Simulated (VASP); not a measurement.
# MgS (Fm-3m) in VASP: a series of runs

MgS is run at these levels: r2SCAN; tasks: phonons.

Everything below comes from runs of VASP 6.6.1. Logs are shortened: lines on timing, memory, paths and dates and some standing lists are left out, and cuts for length are marked.

**1. The cell of the first run**

It takes space group Fm-3m (No. 225, cubic). The conventional cell has a = 4.964 Å, b = 4.964 Å, c = 4.964 Å, α = 90.00°, β = 90.00°, γ = 90.00°. Mg (site symmetry m-3m) has 6 S at 2.48 Å within 3.3 Å. S (site symmetry m-3m) has 6 Mg at 2.48 Å within 3.3 Å.

**2. Phonons, r2SCAN**

INCAR reads:

```
PREC = Accurate ; ENCUT = 520
EDIFF = 1E-8 ; ISMEAR = 0
SIGMA = 0.01 ; LREAL = F
LASPH = T ; NELM = 80
ALGO = Normal ; ISIF = 2
LWAVE = F ; LCHARG = T
METAGGA = R2SCAN ; LMIXTAU = T
NBANDS = 11 ; IBRION = 6
NFREE = 2 ; POTIM = 0.015
NSW = 1
```

KPOINTS reads:

```
regular mesh
0
Gamma
  8 8 8
```

POSCAR reads:

```
MgS
1.0
    2.4817635141      2.4817635141      0.0000000000
   -2.4817635141      2.4817635141      0.0000000000
    0.0000000000      2.4817635141      2.4817635141
Mg S
1 1
Direct
    0.0000000000      0.0000000000      0.0000000000
    0.5000000000      0.5000000000      0.0000000000
```

Potentials or basis: VASP PAW PBE potentials, release 64 (Mg, S).

On the command line:

```sh
cat potpaw_PBE.64/Mg/POTCAR potpaw_PBE.64/S/POTCAR > POTCAR
mpirun -np 1 vasp_std > vasp.out
```

OUTCAR:

```text
PREC = Accurate
   ENCUT = 520
   EDIFF = 1E-8
   ISMEAR = 0
   LREAL = F
   LASPH = T
   NELM = 80
   ISIF = 2
   METAGGA = R2SCAN
   IBRION = 6
   NFREE = 2
   POTIM = 0.015
   NSW = 1

 ion  position               nearest neighbor table
   1  0.000  0.000  0.000-   2 2.48   2 2.48   2 2.48   2 2.48   2 2.48   2 2.48
   2  0.500  0.500  0.000-   1 2.48   1 2.48   1 2.48   1 2.48   1 2.48   1 2.48

  LATTYP: Found a face centered cubic cell.
 ALAT       =     4.9635270282

  Lattice vectors:

 A1 = (   0.0000000000,   2.4817635141,   2.4817635141)
 A2 = (   2.4817635141,   0.0000000000,   2.4817635141)
 A3 = (   2.4817635141,   2.4817635141,   0.0000000000)

Analysis of symmetry for initial positions (statically):
=====================================================================
 Subroutine PRICEL returns:
 Original cell was already a primitive cell.

 Routine SETGRP: Setting up the symmetry group for a
 face centered cubic supercell.

 Subroutine GETGRP returns: Found 48 space group operations
 (whereof 48 operations were pure point group operations)
 out of a pool of 48 trial point group operations.

The static configuration has the point symmetry O_h .

Analysis of symmetry for dynamics (positions and initial velocities):
=====================================================================
 Subroutine PRICEL returns:
 Original cell was already a primitive cell.

 Routine SETGRP: Setting up the symmetry group for a
 face centered cubic supercell.

 Subroutine GETGRP returns: Found 48 space group operations
 (whereof 48 operations were pure point group operations)
 out of a pool of 48 trial point group operations.

The dynamic configuration has the point symmetry O_h .

 Subroutine INISYM returns: Found 48 space group operations
 (whereof 48 operations are pure point group operations),
 and found     1 'primitive' translations

----------------------------------------------------------------------------------------

                                     Primitive cell

  volume of cell :      30.5711

  direct lattice vectors                    reciprocal lattice vectors
     2.481763514  2.481763514  0.000000000     0.201469639  0.201469639 -0.201469639
    -2.481763514  2.481763514  0.000000000    -0.201469639  0.201469639 -0.201469639
     0.000000000  2.481763514  2.481763514     0.000000000  0.000000000  0.402939279

  length of vectors
     3.509743620  3.509743620  3.509743620     0.348955651  0.348955651  0.402939279

  position of ions in fractional coordinates (direct lattice)
     0.000000000  0.000000000  0.000000000
     0.500000000  0.500000000  0.000000000

  ion indices of the primitive-cell ions
   primitive index   ion index
                 1           1
                 2           2

----------------------------------------------------------------------------------------

 KPOINTS: regular mesh

Automatic generation of k-mesh.
 Grid dimensions read from file:
 generate k-points for:    8    8    8

 Generating k-lattice:

  Cartesian coordinates                     Fractional coordinates (reciprocal lattice)
     0.025183705  0.025183705 -0.025183705     0.125000000  0.000000000  0.000000000
    -0.025183705  0.025183705 -0.025183705     0.000000000  0.125000000  0.000000000
     0.000000000  0.000000000  0.050367410     0.000000000  0.000000000  0.125000000

  Length of vectors
     0.043619456  0.043619456  0.050367410

  Shift w.r.t. Gamma in fractional coordinates (k-lattice)
     0.000000000  0.000000000  0.000000000
[... 59 lines left out ...]
   POTIM  = 0.0150    time-step for ionic-motion
   TEBEG  =    0.0;   TEEND  =   0.0 temperature during run
   PSTRESS=    0.0 pullay stress
   NELECT =       8.0000    total number of electrons
   NUPDOWN=      -1.0000    fix difference up-down
   EMIN   =  10.00;   EMAX   =-10.00  energy-range for DOS
   EFERMI =   0.00;   METHOD = LEGACY
   ISMEAR =     0;   SIGMA  =   0.01  broadening in eV -4-tet -1-fermi 0-gaus
   EFERMI_NEDOS =   21; number of points for ismear=-14 and -15
   IALGO  =     38    algorithm
   IMIX   =      4    mixing-type and parameters
     AMIX     =   0.40;   BMIX     =  1.00
     AMIX_MAG =   1.60;   BMIX_MAG =  1.00
  volume/ion in A,a.u.               =      15.29       103.15
  Fermi-wavevector in a.u.,A,eV,Ry     =   1.047131  1.978791 14.918567  1.096484
  Thomas-Fermi vector in A             =   2.181998
   LORBIT       =      0    0 simple, 1 ext, 2 COOP (PROOUT), +10 PAW based schemes
   METAGGA = R2SCAN    functional components
   LHFCALC =     F    Hartree Fock is set to
   AEXX    =    0.0000 exact exchange contribution
   IVDW    =     0    specifies the selected vdW correction
   LEPSILON=     F    determine dielectric tensor
   LRPA    =     F    only Hartree local field effects (RPA)
 finite differences with symmetry
 non-spin polarized calculation
 Gauss-broadening in eV      SIGMA  =   0.01
  energy-cutoff  :      520.00
  volume of cell :       30.57
 maximum number of plane-waves:       869
 NGX is ok and might be reduce to    28
   NGX = 13   NGY = 13   NGZ = 13

--------------------------------------- Ionic step        1  -------------------------------------------

 number of electron       8.0000001 magnetization

 Free energy of the ion-electron system (eV)
  ---------------------------------------------------
  ext. energy  EPLUGINS =         0.00000000
  ---------------------------------------------------
  free energy    TOTEN  =       -15.33121562 eV

  energy without entropy =      -15.33121562  energy(sigma->0) =      -15.33121562

------------------------ aborting loop because EDIFF is reached ----------------------------------------

  FORCE on cell =-STRESS in cart. coord.  units (eV):
  Direction    XX          YY          ZZ          XY          YZ          ZX
  --------------------------------------------------------------------------------------
  -------------------------------------------------------------------------------------
  Total        2.7588436      2.7588436      2.7588436     -0.0000000     -0.0000000      0.0000000
  in kB      144.5860800    144.5860800    144.5860800     -0.0000000     -0.0000000      0.0000000
  external PRESSURE =     144.5860800 kB  Pullay stress =       0.0000000 kB
[... 131 lines left out ...]
--------------------------------------- Ionic step        5  -------------------------------------------

 number of electron       8.0000000 magnetization

 Free energy of the ion-electron system (eV)
  ---------------------------------------------------
  ext. energy  EPLUGINS =         0.00000000
  ---------------------------------------------------
  free energy    TOTEN  =       -15.33056609 eV

  energy without entropy =      -15.33056609  energy(sigma->0) =      -15.33056609

 E-fermi :   4.9573     XC(G=0): -10.7335

 val. band max:        4.8589551920   @ k =   0.0000   0.0000   0.0000
 cond. band min:       8.5844002077   @ k =   0.0000  -1.0000  -0.5000
 fundamental gap:      3.7254450158
 Fermi energy:         4.9573488078

 k-point     1 :       0.0000    0.0000    0.0000
  band No.  band energies     occupation
      1      -9.2396      2.00000
      2       4.8586      2.00000
      3       4.8590      2.00000
      4       4.8590      2.00000
      5      10.7764      0.00000
      6      13.2414      0.00000
      7      13.2414      0.00000
      8      13.2417      0.00000
      9      15.9331      0.00000
     10      15.9340      0.00000
     11      18.7641      0.00000
[... 309 lines left out ...]
 k-point    24 :       0.5000    0.2500    0.1250
  band No.  band energies     occupation
      1      -7.2395      2.00000
      2      -0.2600      2.00000
      3       2.2234      2.00000
      4       3.3947      2.00000
      5      11.3706      0.00000
      6      11.9041      0.00000
      7      14.4064      0.00000
      8      15.7511      0.00000
      9      18.6065      0.00000
     10      20.6774      0.00000
     11      22.3298      0.00000

 [... further k-points ...]

------------------------ aborting loop because EDIFF is reached ----------------------------------------

  FORCE on cell =-STRESS in cart. coord.  units (eV):
  Direction    XX          YY          ZZ          XY          YZ          ZX
  --------------------------------------------------------------------------------------
  -------------------------------------------------------------------------------------
  Total        2.7672992      2.7579312      2.7579312     -0.0000000      0.0000000      0.0000000
  in kB      145.0292240    144.5382631    144.5382631     -0.0000000      0.0000000      0.0000000
  external PRESSURE =     144.7019168 kB  Pullay stress =       0.0000000 kB
[... 17 lines left out ...]
  FREE ENERGIE OF THE ION-ELECTRON SYSTEM (eV)
  ---------------------------------------------------
  free  energy   TOTEN  =       -15.3305660949 eV

  energy  without entropy=      -15.3305660949  energy(sigma->0) =      -15.33056609

 INTERNAL STRAIN TENSORS FROM DISPLACED ATOMS
 ============================================

 INTERNAL STRAIN TENSOR FOR ION    1 for displacements in x,y,z  (eV/Angst):
          X           Y           Z          XY          YZ          ZX
  --------------------------------------------------------------------------------
  x     0.00000     0.00000     0.00000     0.00000     0.00000     0.00000
  y     0.00000     0.00000     0.00000     0.00000     0.00000     0.00000
  z     0.00000     0.00000     0.00000     0.00000     0.00000     0.00000

 INTERNAL STRAIN TENSOR FOR ION    2 for displacements in x,y,z  (eV/Angst):
          X           Y           Z          XY          YZ          ZX
  --------------------------------------------------------------------------------
  x     0.00000     0.00000     0.00000     0.00000     0.00000     0.00000
  y     0.00000     0.00000     0.00000     0.00000     0.00000     0.00000
  z     0.00000     0.00000     0.00000     0.00000     0.00000     0.00000

 Eigenvectors and eigenvalues of the dynamical matrix
 ----------------------------------------------------

   1 f  =   10.068636 THz    63.263108 2PiTHz  335.853555 cm-1    41.640515 meV
             X         Y         Z           dx          dy          dz
      0.000000  0.000000  0.000000    -0.266686   -0.708668   -0.000000
      0.000000  2.481764  0.000000     0.230061    0.611343   -0.000000
[... 21 lines left out ...]
   6 f/i=    0.045701 THz     0.287149 2PiTHz    1.524428 cm-1     0.189005 meV
             X         Y         Z           dx          dy          dz
      0.000000  0.000000  0.000000     0.573300    0.256100   -0.180022
      0.000000  2.481764  0.000000     0.664569    0.296871   -0.208681

 ELASTIC MODULI CONTR FROM IONIC RELAXATION (kBar)
 Direction    XX          YY          ZZ          XY          YZ          ZX
 --------------------------------------------------------------------------------
 XX           0.0000      0.0000      0.0000      0.0000      0.0000      0.0000
 YY           0.0000      0.0000      0.0000      0.0000      0.0000      0.0000
 ZZ           0.0000      0.0000      0.0000      0.0000      0.0000      0.0000
 XY           0.0000      0.0000      0.0000      0.0000      0.0000      0.0000
 YZ           0.0000      0.0000      0.0000      0.0000      0.0000      0.0000
 ZX           0.0000      0.0000      0.0000      0.0000      0.0000      0.0000
 --------------------------------------------------------------------------------
```

Wall time 5.5 min (1 thread of Intel Xeon Platinum 8259CL at 2.50GHz (Skylake/Cascade Lake), shared host); peak memory 0.19 GiB.

What came out:

```yaml
Highest_phonon_frequency_at_Γ_LO-TO_splitting_left_out: 336 cm⁻¹
```

Phonon frequencies in cm⁻¹ (negative: imaginary):
```csv
q point,frequencies
"(0.000, 0.000, 0.000)",-2 -2 -2 336 336 336
```

Caveat: the cell stands under pressure or tension, which shifts response properties; the PAW data sets were made with another functional, which shifts forces and pressure a little.

(Part 1 of 2 ends here.)
